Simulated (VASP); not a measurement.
The system is KTmI4.

```
K Tm I
1.0
     3.49504   -6.12667    0.00000
     3.49504    6.12667    0.00000
     0.00000    0.00000    5.71619
K Tm I
1 1 4
Direct
  0.00000 0.00000 0.00000
  0.50000 0.50000 0.50000
  0.66920 0.33080 0.00000
  0.33080 0.66920 0.00000
  0.50000 0.00000 0.50000
  0.00000 0.50000 0.50000
```

The cell was generated, and may not be a known phase.

* Program: VASP 6.6.1
* Task: relaxation of cell and atoms
* Functional: PBE
* Potentials or basis: VASP PAW PBE potentials, release 64 (K_sv, Tm_3, I), 4f in core
* Cutoff: 500 eV
* k mesh: 2 × 2 × 2
* Occupations: gaussian, width 0.15 eV
* Spin: no spin polarisation

At the start: pressure 0.2 GPa; volume 40.80 Å³/atom.

Where does the relaxation end?

Over 16 steps the energy falls by 497.9 meV/atom and the volume is 44.50 Å³/atom (+9.1 %); space group Cmmm (No. 65, to 0.1 Å) before and after.

The path:
```tsv
step	energy change (eV)	largest force (eV/Å)	pressure (GPa)	volume (Å³)
1	0.0000	2.0366	0.21	244.80
2	-1.6781	0.8176	-0.33	245.08
3	-1.8596	3.4401	2.14	239.47
4	-2.3034	0.5766	0.08	243.33
5	-2.3338	1.1508	0.40	242.57
6	-2.5895	0.9726	0.16	246.81
7	-2.7911	0.4750	0.20	253.63
8	-2.8680	0.4648	-0.44	258.17
9	-2.8754	0.2720	-0.33	257.13
10	-2.9073	0.2250	0.15	253.08
11	-2.9145	0.1816	0.55	250.14
12	-2.9392	0.0001	0.43	253.32
13	-2.9578	0.3961	0.27	259.49
14	-2.9757	0.1750	-0.25	267.48
15	-2.9758	0.1565	-0.29	268.22
16	-2.9875	0.0380	-0.08	266.98
```

Final structure:
```cif
data_structure
_symmetry_space_group_name_H-M 'P 1'
_symmetry_Int_Tables_number 1
_cell_length_a 7.0143
_cell_length_b 7.0143
_cell_length_c 5.4269
_cell_angle_alpha 90.000
_cell_angle_beta 90.000
_cell_angle_gamma 89.326
_cell_volume 266.98
loop_
_atom_site_label
_atom_site_type_symbol
_atom_site_fract_x
_atom_site_fract_y
_atom_site_fract_z
_atom_site_occupancy
K1 K 0.00000 0.00000 0.00000 1
Tm1 Tm 0.50000 0.50000 0.50000 1
I1 I 0.66952 0.33048 0.00000 1
I2 I 0.33048 0.66952 0.00000 1
I3 I 0.50000 0.00000 0.50000 1
I4 I 0.00000 0.50000 0.50000 1
```

Caveat: the k points lie up to 0.58 Å⁻¹ apart in the final cell; the relaxation stopped at a loose force limit of 0.08 eV/Å, so its end isn't a converged minimum.
